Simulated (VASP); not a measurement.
A run of VASP 6.6.1 is set up as follows.

Contents of INCAR:

```
SYSTEM = Fe
  PREC = Accurate
  ENCUT = 600
  EDIFF = 1E-6
  ISMEAR = -1
  SIGMA = 0.05
  LREAL = .False.
  LASPH = .True.
  NELM = 200
  ALGO = Normal
  ISIF = 2
  LWAVE = .False.
  LCHARG = .False.
  ISPIN = 2
  MAGMOM = 3
  LORBIT = 11
  LMAXMIX = 4
  GGA = PS
  NBANDS = 18
  GGA_COMPAT = .False.
```

The input KPOINTS:

```
regular mesh
0
Gamma
  11 11 11
  0 0 0
```

POSCAR

```
Fe
1.0
   -1.5007200000      1.5007200000      1.4430000000
    1.5007200000     -1.5007200000      1.4430000000
    1.5007200000      1.5007200000     -1.4430000000
Fe
1
Direct
    0.0000000000      0.0000000000      0.0000000000
```

Potentials or basis: VASP PAW PBE potentials, release 64 (Fe_sv).

Command:

```console
$ cat potpaw_PBE.64/Fe_sv/POTCAR > POTCAR
$ mpirun -np 1 vasp_std > vasp.out
```

Q: Predict the pressure.

A: -24.9 GPa.

Q: Predict the site moments.

A: Fe +2.57 μB.

Q: Estimate the net moment.

A: 2.58 μB per cell.

Stress tensor (GPa, compression positive):
```
-25.43   0.00   0.00
  0.00 -25.43   0.00
  0.00   0.00 -23.89
```

Caveat: the PAW data sets were made with another functional, which shifts forces and pressure a little.
